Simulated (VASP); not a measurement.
# Eu (P6_3/mmc) in VASP: electric field gradients with PBE

Aim: the electric field gradients of Eu with PBE.

Program: VASP 6.6.1. These are calculated values, not measurements. Logs are shortened: lines on timing, memory, paths and dates and some standing lists are left out, and cuts for length are marked.

## Step 1: The cell of the first run

The structure is hexagonal, space group P6_3/mmc (No. 194). Conventional cell: a = 3.961 Å, b = 3.961 Å, c = 6.354 Å, α = 90.00°, β = 90.00°, γ = 120.00°. Eu (site symmetry -6m2) has 12 Eu at 3.91 to 3.96 Å within 5.1 Å.

This isn't the form of Eu at room conditions, which is bcc.

## Step 2: Electric field gradients, PBE, collinear spin, ferromagnetic start (43.17 Å³/atom)

INCAR

```
PREC = Accurate ; ENCUT = 520
EDIFF = 1E-8 ; ISMEAR = -1
SIGMA = 0.05 ; LREAL = F
LASPH = T ; NELM = 150
ALGO = Normal ; ISIF = 2
LWAVE = F ; LCHARG = F
ISPIN = 2 ; MAGMOM = 7 7
LORBIT = 11 ; LMAXMIX = 6
GGA = PE ; LEFG = T
NBANDS = 28
```

KPOINTS

```
Automatic mesh
0
Gamma
  12 12 6
```

POSCAR

```
Eu
1.0
    3.9610337722      0.0000000000      0.0000000000
   -1.9805168861      3.4303558720      0.0000000000
    0.0000000000      0.0000000000      6.3543554052
Eu
2
Direct
    0.3333333333      0.6666666667      0.2500000000
    0.6666666667      0.3333333333      0.7500000000
```

Potentials or basis: VASP PAW PBE potentials, release 64 (Eu).

Launch:

```sh
> cat potpaw_PBE.64/Eu/POTCAR > POTCAR
> mpirun -np 1 vasp_std > vasp.out
```

OUTCAR:

```text
PREC = Accurate
   ENCUT = 520
   EDIFF = 1E-8
   ISMEAR = -1
   LREAL = F
   LASPH = T
   NELM = 150
   ISIF = 2
   ISPIN = 2
   LORBIT = 11
   GGA = PE

 ion  position               nearest neighbor table
   1  0.333  0.667  0.250-
   2  0.667  0.333  0.750-

  LATTYP: Found a hexagonal cell.
 ALAT       =     3.9610337722
 C/A-ratio  =     1.6042164169

  Lattice vectors:

 A1 = (   3.9610337722,   0.0000000000,   0.0000000000)
 A2 = (  -1.9805168861,   3.4303558720,   0.0000000000)
 A3 = (   0.0000000000,   0.0000000000,   6.3543554052)

Analysis of symmetry for initial positions (statically):
=====================================================================
 Subroutine PRICEL returns:
 Original cell was already a primitive cell.

 Routine SETGRP: Setting up the symmetry group for a
 hexagonal supercell.

 Subroutine GETGRP returns: Found 24 space group operations
 (whereof 12 operations were pure point group operations)
 out of a pool of 24 trial point group operations.

The static configuration has the point symmetry D_3d.
 The point group associated with its full space group is D_6h.

Analysis of symmetry for dynamics (positions and initial velocities):
=====================================================================
 Subroutine PRICEL returns:
 Original cell was already a primitive cell.

 Routine SETGRP: Setting up the symmetry group for a
 hexagonal supercell.

 Subroutine GETGRP returns: Found 24 space group operations
 (whereof 12 operations were pure point group operations)
 out of a pool of 24 trial point group operations.

The dynamic configuration has the point symmetry D_3d.
 The point group associated with its full space group is D_6h.

Analysis of structural, dynamic, and magnetic symmetry:
=====================================================================
 Subroutine PRICEL returns:
 Original cell was already a primitive cell.

 Routine SETGRP: Setting up the symmetry group for a
 hexagonal supercell.

 Subroutine GETGRP returns: Found 24 space group operations
 (whereof 12 operations were pure point group operations)
 out of a pool of 24 trial point group operations.

The overall configuration has the point symmetry D_3d.
 The point group associated with its full space group is D_6h.

 Subroutine INISYM returns: Found 24 space group operations
 (whereof 12 operations are pure point group operations),
 and found     1 'primitive' translations

----------------------------------------------------------------------------------------

                                     Primitive cell

  volume of cell :      86.3414

  direct lattice vectors                    reciprocal lattice vectors
     3.961033772  0.000000000  0.000000000     0.252459347  0.145757472  0.000000000
    -1.980516886  3.430355872  0.000000000     0.000000000  0.291514944  0.000000000
     0.000000000  0.000000000  6.354355405     0.000000000  0.000000000  0.157372375

  length of vectors
     3.961033772  3.961033772  6.354355405     0.291514944  0.291514944  0.157372375

  position of ions in fractional coordinates (direct lattice)
     0.333333333  0.666666667  0.250000000
     0.666666667  0.333333333  0.750000000

  ion indices of the primitive-cell ions
   primitive index   ion index
                 1           1
                 2           2

----------------------------------------------------------------------------------------

 KPOINTS: Automatic mesh

Automatic generation of k-mesh.
 Grid dimensions read from file:
 generate k-points for:   12   12    6

 Generating k-lattice:

  Cartesian coordinates                     Fractional coordinates (reciprocal lattice)
     0.021038279  0.012146456  0.000000000     0.083333333  0.000000000  0.000000000
     0.000000000  0.024292912  0.000000000     0.000000000  0.083333333  0.000000000
     0.000000000  0.000000000  0.026228729     0.000000000  0.000000000  0.166666667

  Length of vectors
     0.024292912  0.024292912  0.026228729

  Shift w.r.t. Gamma in fractional coordinates (k-lattice)
     0.000000000  0.000000000  0.000000000

 Subroutine IBZKPT returns following result:
 ===========================================

 Found     76 irreducible k-points:

 Following reciprocal coordinates:
            Coordinates               Weight
  0.000000  0.000000  0.000000      1.000000
  0.083333  0.000000  0.000000      6.000000
  0.166667 -0.000000  0.000000      6.000000
  0.250000 -0.000000  0.000000      6.000000
  0.333333  0.000000  0.000000      6.000000
  0.416667 -0.000000  0.000000      6.000000
[... 16 lines left out ...]
  0.250000 -0.000000  0.166667     12.000000
  0.333333  0.000000  0.166667     12.000000
 [... further k-points ...]
   k-points           NKPTS =     76   k-points in BZ     NKDIM =     76   number of bands    NBANDS=     28
   number of dos      NEDOS =    301   number of ions     NIONS =      2
   total plane-waves  NPLWV =  43200
   dimension x,y,z NGX =    30 NGY =   30 NGZ =   48
   dimension x,y,z NGXF=    60 NGYF=   60 NGZF=   96
   ions per type =               2
   NGX,Y,Z   is equivalent  to a cutoff of  12.59, 12.59, 12.56 a.u.
   NGXF,Y,Z  is equivalent  to a cutoff of  25.18, 25.18, 25.12 a.u.
 SYSTEM =  unknown system
   PREC   = accura    normal or accurate (medium, high low for compatibility)
   ISTART =      0    job   : 0-new  1-cont  2-samecut
   ICHARG =      2    charge: 1-file 2-atom 10-const
   ISPIN  =      2    spin polarized calculation?
   LNONCOLLINEAR =      F non collinear calculations
   LSORBIT =      F    spin-orbit coupling
   LASPH  =      T    aspherical Exc in radial PAW
   ENCUT  =  520.0 eV  38.22 Ry    6.18 a.u.   7.36  7.36 11.81*2*pi/ulx,y,z
   NELM   =    150;   NELMIN=  2; NELMDL= -5     # of ELM steps
   EDIFF  = 0.1E-07   stopping-criterion for ELM
   LREAL  =      F    real-space projection
   EDIFFG = 0.1E-06   stopping-criterion for IOM
   NSW    =      0    number of steps for IOM
   IBRION =     -1    ionic relax: 0-MD 1-quasi-New 2-CG
   NFREE  =      0    steps in history (QN), initial steepest desc. (CG)
   ISIF   =      2    stress and relaxation
   ISYM   =      2    0-nonsym 1-usesym 2-fastsym
   POTIM  = 0.5000    time-step for ionic-motion
   TEBEG  =    0.0;   TEEND  =   0.0 temperature during run
   PSTRESS=    0.0 pullay stress
   NELECT =      34.0000    total number of electrons
   NUPDOWN=      -1.0000    fix difference up-down
   EMIN   =  10.00;   EMAX   =-10.00  energy-range for DOS
   EFERMI =   0.00;   METHOD = LEGACY
   ISMEAR =    -1;   SIGMA  =   0.05  broadening in eV -4-tet -1-fermi 0-gaus
   EFERMI_NEDOS =   21; number of points for ismear=-14 and -15
   IALGO  =     38    algorithm
   IMIX   =      4    mixing-type and parameters
     AMIX     =   0.40;   BMIX     =  1.00
     AMIX_MAG =   1.60;   BMIX_MAG =  1.00
  volume/ion in A,a.u.               =      43.17       291.33
  Fermi-wavevector in a.u.,A,eV,Ry     =   1.199945  2.267568 19.590598  1.439868
  Thomas-Fermi vector in A             =   2.335794
   LORBIT       =     11    0 simple, 1 ext, 2 COOP (PROOUT), +10 PAW based schemes
   GGA     = PE    functional components
   LHFCALC =     F    Hartree Fock is set to
   AEXX    =    0.0000 exact exchange contribution
   IVDW    =     0    specifies the selected vdW correction
   LEPSILON=     F    determine dielectric tensor
   LRPA    =     F    only Hartree local field effects (RPA)
 spin polarized calculation
  energy-cutoff  :      520.00
  volume of cell :       86.34
 maximum number of plane-waves:      2364
 NGX is ok and might be reduce to    30
   NGX = 15   NGY = 15   NGZ = 23

 number of electron      34.0000005 magnetization      15.1234363

 Free energy of the ion-electron system (eV)
  ---------------------------------------------------
  ext. energy  EPLUGINS =         0.00000000
  ---------------------------------------------------
  free energy    TOTEN  =       -22.93279213 eV

  energy without entropy =      -22.90253896  energy(sigma->0) =      -22.91766555

 E-fermi :   1.9418     XC(G=0):  -8.7051

 val. band max:        1.9357742985   @ k =   0.4167  -0.0000   0.3333
 cond. band min:       1.9418014812   @ k =   0.3333   0.3333   0.5000
 fundamental gap:      0.0060271827
 Fermi energy:         1.9417763746

 spin component 1

 k-point     1 :       0.0000    0.0000    0.0000
  band No.  band energies     occupation
      1     -39.6684      1.00000
      2     -39.6373      1.00000
      3     -18.6655      1.00000
      4     -18.3079      1.00000
      5     -18.3079      1.00000
      6     -18.2472      1.00000
[... 20 lines left out ...]
     27       3.7062      0.00000
     28       3.8276      0.00000
[... 683 lines left out ...]
 k-point    24 :       0.3333    0.0000    0.1667
  band No.  band energies     occupation
      1     -39.6474      1.00000
      2     -39.6320      1.00000
      3     -18.5778      1.00000
      4     -18.4984      1.00000
      5     -18.4674      1.00000
      6     -18.3702      1.00000
[... 20 lines left out ...]
     27       3.2381      0.00000
     28       3.5403      0.00000

 [... further k-points ...]

 spin component 2

 k-point     1 :       0.0000    0.0000    0.0000
  band No.  band energies     occupation
      1     -36.5045      1.00000
      2     -36.4645      1.00000
      3     -16.3858      1.00000
      4     -15.9450      1.00000
      5     -15.9450      1.00000
      6     -15.8717      1.00000
[... 20 lines left out ...]
     27       6.5456      0.00000
     28       6.5460      0.00000
[... 683 lines left out ...]
 k-point    24 :       0.3333    0.0000    0.1667
  band No.  band energies     occupation
      1     -36.4774      1.00000
      2     -36.4575      1.00000
      3     -16.2794      1.00000
      4     -16.1841      1.00000
      5     -16.1432      1.00000
      6     -16.0225      1.00000
[... 20 lines left out ...]
     27       6.4988      0.00000
     28       6.5082      0.00000

 [... further k-points ...]

------------------------ aborting loop because EDIFF is reached ----------------------------------------

  FORCE on cell =-STRESS in cart. coord.  units (eV):
  Direction    XX          YY          ZZ          XY          YZ          ZX
  --------------------------------------------------------------------------------------
  -------------------------------------------------------------------------------------
  Total       -0.3454076     -0.3454076     -0.3567547      0.0000000      0.0000000     -0.0000000
  in kB       -6.4094867     -6.4094867     -6.6200467      0.0000000      0.0000000     -0.0000000
  external PRESSURE =      -6.4796733 kB  Pullay stress =       0.0000000 kB

 VOLUME and BASIS-vectors are now :
 -----------------------------------------------------------------------------
  energy-cutoff  :      520.00
  volume of cell :       86.34
      direct lattice vectors                 reciprocal lattice vectors
     3.961033772  0.000000000  0.000000000     0.252459347  0.145757472  0.000000000
    -1.980516886  3.430355872  0.000000000     0.000000000  0.291514944  0.000000000
     0.000000000  0.000000000  6.354355405     0.000000000  0.000000000  0.157372375

 POSITION                                       TOTAL-FORCE (eV/Angst)
 -----------------------------------------------------------------------------------
     -0.00000      2.28690      1.58859        -0.000000     -0.000000      0.000000
      1.98052      1.14345      4.76577         0.000000      0.000000      0.000000
 -----------------------------------------------------------------------------------
    total drift:                               -0.000000      0.000000     -0.000000

  FREE ENERGIE OF THE ION-ELECTRON SYSTEM (eV)
  ---------------------------------------------------
  free  energy   TOTEN  =       -22.9327921339 eV

  energy  without entropy=      -22.9025389585  energy(sigma->0) =      -22.91766555

 Electric field gradients (V/A^2)
---------------------------------------------------------------------
 ion       V_xx      V_yy      V_zz      V_xy      V_xz      V_yz
---------------------------------------------------------------------
   1      -4.149    -4.147     8.296     0.001     0.000    -0.000
   2      -4.149    -4.147     8.296     0.001    -0.000     0.000
---------------------------------------------------------------------

 Electric field gradients after diagonalization (V/A^2)
 (convention: |V_zz| > |V_xx| > |V_yy|)
----------------------------------------------------------------------
 ion       V_xx      V_yy      V_zz     asymmetry (V_yy - V_xx)/ V_zz
----------------------------------------------------------------------
   1      -4.150    -4.146     8.296       0.000
   2      -4.150    -4.146     8.296       0.000
----------------------------------------------------------------------

           NMR quadrupolar parameters

 Cq : quadrupolar parameter    Cq=e*Q*V_zz/h
 eta: asymmetry parameters     (V_yy - V_xx)/ V_zz
 Q  : nuclear electric quadrupole moment in mb (millibarn)
----------------------------------------------------------------------
 ion       Cq(MHz)       eta       Q (mb)
----------------------------------------------------------------------
   1       0.020       0.000       1.000
   2       0.020       0.000       1.000
----------------------------------------------------------------------

 total charge

# of ion       s       p       d       f       tot
--------------------------------------------------
    1        2.082   5.711   0.300   6.638  14.731
    2        2.082   5.711   0.300   6.638  14.731
--------------------------------------------------
tot          4.164  11.422   0.599  13.276  29.461

 magnetization (x)

# of ion       s       p       d       f       tot
--------------------------------------------------
    1       -0.001  -0.085   0.187   6.636   6.738
    2       -0.001  -0.085   0.187   6.636   6.738
--------------------------------------------------
tot         -0.002  -0.170   0.374  13.273  13.475
```

Run time: 20 min. Hardware: 1 thread of Intel Xeon 8259CL, shared host; peak memory 0.44 GiB.

Results:

```yaml
Free_energy: -22.9328 eV
Pressure: -0.6 GPa
Net_moment: 15.12 μB per cell
Site_moments: Eu +6.74 μB
Largest_electric_field_gradient_by_atom: Eu +8.3 V/Å²
Valence_electrons_inside_the_program's_atomic_spheres: Eu 14.73
```

Electric field gradients, principal values (V/Å²):
```tsv
atom	least	middle	greatest (by size)
1 Eu	-4.146	-4.150	8.296
2 Eu	-4.146	-4.150	8.296
```

Caveat: without QUAD_EFG the Cq values of the log hold for a quadrupole moment of 1 mb, not for the nuclei; spin-orbit coupling is left out, which moves the levels of the heavy elements; semilocal functionals describe open f shells poorly, which spoils levels, moments and volumes.
